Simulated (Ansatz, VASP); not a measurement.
**One calculation of Ge, two programs**

```xyz
4
Lattice="3.9976 0.0000 0.0000 -1.9988 3.4620 0.0000 0.0000 0.0000 6.5994" Properties=species:S:1:pos:R:3 pbc="T T T"
Ge    0.0000    2.3080    6.1843
Ge    1.9988    1.1540    2.8846
Ge    0.0000    2.3080    3.7148
Ge    1.9988    1.1540    0.4151
```

Alike in both runs: task single point; functional PBE; k mesh 8 × 8 × 4; occupations gaussian, width 0.011 eV; no spin polarisation.

```csv
,VASP,Ansatz
version,VASP 6.6.1,Ansatz 0.2.0
potentials or method,"VASP PAW PBE potentials, release 64 (Ge_d)",Ansatz PAW
plane-wave cutoff (eV),520,420
valence electrons in the cell,56,56
```

Ansatz gave:

```
gap on the k mesh at the Fermi level (eV)                     : 0.13
least direct gap on the mesh (eV)                             : 0.13
pressure (GPa)                                                : 3.0
traceless stress, the component that is largest in VASP (GPa) : -0.15
rms of the force components (eV/Å)                            : 0.011
```

Q: Estimate VASP's values.

A: gap on the k mesh at the Fermi level (eV): 0.12; least direct gap on the mesh (eV): 0.12; pressure (GPa): 2.9; traceless stress, the component that is largest in VASP (GPa): -0.15; rms of the force components (eV/Å): 0.011.

Atom by atom the forces differ by 0.000 eV/Å (rms over components).
